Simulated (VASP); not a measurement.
Input of a VASP 6.6.1 run:

File INCAR:

```
SYSTEM = HgRuPt3
PREC = Accurate ; ENCUT = 520
EDIFF = 1E-6 ; ISMEAR = 0
SIGMA = 0.1 ; LREAL = .False.
LASPH = .True. ; NELM = 60
ALGO = Normal ; ISIF = 2
LWAVE = .False. ; LCHARG = .True.
GGA = PE ; LELF = .True.
LVHAR = .True. ; NBANDS = 36
```

The input KPOINTS:

```
regular mesh
0
Gamma
  4 4 4
  0 0 0
```

Contents of POSCAR:

```
HgRuPt3
1.0
    4.7439043639      0.0000000000      0.0000000000
    0.0000000000      4.7439043639      0.0000000000
    0.0000000000      0.0000000000      5.4949375804
Hg Ru Pt
1 1 3
Direct
    0.5000000000      0.5000000000      0.1988981988
    0.0000000000      0.0000000000      0.4116651715
    0.5000000000      0.5000000000      0.7181665170
    0.0000000000      0.5000000000      0.5656350563
    0.5000000000      0.0000000000      0.5656350563
```

Potentials or basis: VASP PAW PBE potentials, release 64 (Hg, Ru_pv, Pt).

The run is started by

```console
$ cat potpaw_PBE.64/Hg/POTCAR potpaw_PBE.64/Ru_pv/POTCAR potpaw_PBE.64/Pt/POTCAR > POTCAR
$ mpirun -np 1 vasp_std > vasp.out
```

Q: What does it give for the band gap on the k mesh?

A: Zero (bands 28 and 29 overlap by 0.62 eV).

Q: Predict the pressure.

A: 0.1 GPa.

Forces on the atoms (eV/Å):
```
Hg   0.000  0.000 -0.009
Ru   0.000  0.000 -0.016
Pt   0.000  0.000 -0.054
Pt   0.000  0.000  0.039
Pt   0.000  0.000  0.039
```

Caveat: spin-orbit coupling is left out, which moves the levels of the heavy elements.
